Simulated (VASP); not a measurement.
Input of a VASP 6.6.1 run:

Contents of INCAR:

```
SYSTEM = GaN
ALGO = Normal ; EDIFF = 1E-6
ENCUT = 520 ; GGA = PE
ISIF = 2 ; ISMEAR = 0
LASPH = .TRUE. ; LCHARG = .TRUE.
LELF = .TRUE. ; LREAL = .FALSE.
LVHAR = .TRUE. ; LWAVE = .FALSE.
NBANDS = 26 ; NELM = 100
PREC = Accurate ; SIGMA = 0.05
```

Contents of KPOINTS:

```
k-points
0
G
  4 4 4
  0 0 0
```

File POSCAR:

```
GaN
1.0
    3.1771651428      0.0000000001      0.0000000000
   -1.5885825715      2.7515057256      0.0000000000
    0.0000000000      0.0000000000      5.1752186774
Ga N
2 2
Direct
    0.3333333333      0.6666666667     -0.0008277438
    0.6666666667      0.3333333333      0.4991722562
    0.3333333333      0.6666666667      0.3758277438
    0.6666666667      0.3333333333      0.8758277438
```

Potentials or basis: VASP PAW PBE potentials, release 64 (Ga_d, N).

Launch:

```sh
$ cat potpaw_PBE.64/Ga_d/POTCAR potpaw_PBE.64/N/POTCAR > POTCAR
$ mpirun -np 1 vasp_std > vasp.out
```

(1) What does it give for the pressure?

(2) Predict the band gap on the k mesh.

## Answers

(1) 7.3 GPa.

(2) 1.97 eV, direct.

Caveat: the k points lie up to 0.57 Å⁻¹ apart.
